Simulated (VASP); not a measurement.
Wanted: the native input for a VASP 6.6.1 run.

```yaml
Task: single point
Functional: PBEsol
Potentials_or_basis: VASP PAW PBE potentials, release 64 (Sn_d, O)
Cutoff: 520 eV
k_mesh: 7 × 7 × 6
Occupations: fermi-dirac, width 0.05 eV
Spin: non-collinear spin, zero start, spin-orbit coupling
Starting_moments: "[[0.0, 0.0, 0.0], [0.0, 0.0, 0.0], [0.0, 0.0, 0.0], [0.0, 0.0, 0.0]] μB"
Dipole_correction: no
Further_INCAR_settings: ALGO = Normal; EDIFF = 1e-06; NBANDS = 54
```

The structure of SnO lies in POSCAR:

```
SnO
1.0
    3.8389522158      0.0000000000      0.0000000000
    0.0000000000      3.8389522158      0.0000000000
    0.0000000000      0.0000000000      4.9192779074
Sn O
2 2
Direct
    0.5000000000      0.0000000000      0.7646261400
    0.0000000000      0.5000000000      0.2353738600
    0.0000000000      0.0000000000      0.0000000000
    0.5000000000      0.5000000000      0.0000000000
```

One way to write it, as run:

INCAR

```
PREC = Accurate
ENCUT = 520
EDIFF = 1E-6
ISMEAR = -1
SIGMA = 0.05
LREAL = False
LASPH = True
NELM = 150
ALGO = Normal
ISIF = 2
LWAVE = False
LCHARG = True
MAGMOM = 0 0 0 0 0 0 0 0 0 0 0 0
LORBIT = 11
LSORBIT = True
GGA_COMPAT = False
LORBMOM = True
GGA = PS
LVHAR = True
NBANDS = 54
```

KPOINTS

```
Automatic mesh
0
Gamma
  7 7 6
```

Potentials or basis: VASP PAW PBE potentials, release 64 (Sn_d, O).

The run is started by

```bash
$ cat potpaw_PBE.64/Sn_d/POTCAR potpaw_PBE.64/O/POTCAR > POTCAR
$ mpirun -np 1 vasp_ncl > vasp.out
```

It gave:

```
Pressure                                              : -2.1 GPa
Largest force                                         : 0.107 eV/Å
Net moment                                            : 0.00 μB per cell
Valence electrons inside the program's atomic spheres : Sn 12.11; O 4.98
```

Caveat: the PAW data sets were made with another functional, which shifts forces and pressure a little.

Wall time 6.3 min on 1 thread of Intel(R) Xeon(R) Platinum 8259CL CPU @ 2.50GHz (Skylake/Cascade Lake) (shared host), peak memory 0.46 GiB.
